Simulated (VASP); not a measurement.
ZnS, 2 atoms in the cell. Symmetry: F-43m, No. 216, cubic system. The conventional cell has a = 5.404 Å, b = 5.404 Å, c = 5.404 Å, α = 90.00°, β = 90.00°, γ = 90.00°. Within 3.1 Å of Zn (site symmetry -43m) lie 4 S at 2.34 Å. S (site symmetry -43m) has 4 Zn at 2.34 Å within 3.1 Å. 

```yaml
Program: VASP 6.6.1
Task: vibrations by perturbation theory
Functional: PBE
Potentials_or_basis: VASP PAW PBE potentials, release 64 (Zn, S)
Cutoff: 520 eV
k_mesh: 7 × 7 × 7
Occupations: gaussian, width 0.01 eV
Spin: no spin polarisation
Dipole_correction: no
Further_INCAR_settings: ALGO = Normal; EDIFF = 1e-08; NBANDS = 16; IBRION = 8; NSW = 1
```

Potentials or basis: VASP PAW PBE potentials, release 64 (Zn, S).

Run with:

```sh
$ cat potpaw_PBE.64/Zn/POTCAR potpaw_PBE.64/S/POTCAR > POTCAR
$ mpirun -np 1 vasp_std > vasp.out
```

Hardware: 1 thread of Intel(R) Xeon(R) 6975P-C (Granite Rapids), on a shared host.

Q: How long does it take, and how much memory?

A: Wall time 2.3 min on 1 thread of Intel(R) Xeon(R) 6975P-C (Granite Rapids), on a shared host, peak memory 0.24 GiB. Counts: scf iterations 145, k points 20.
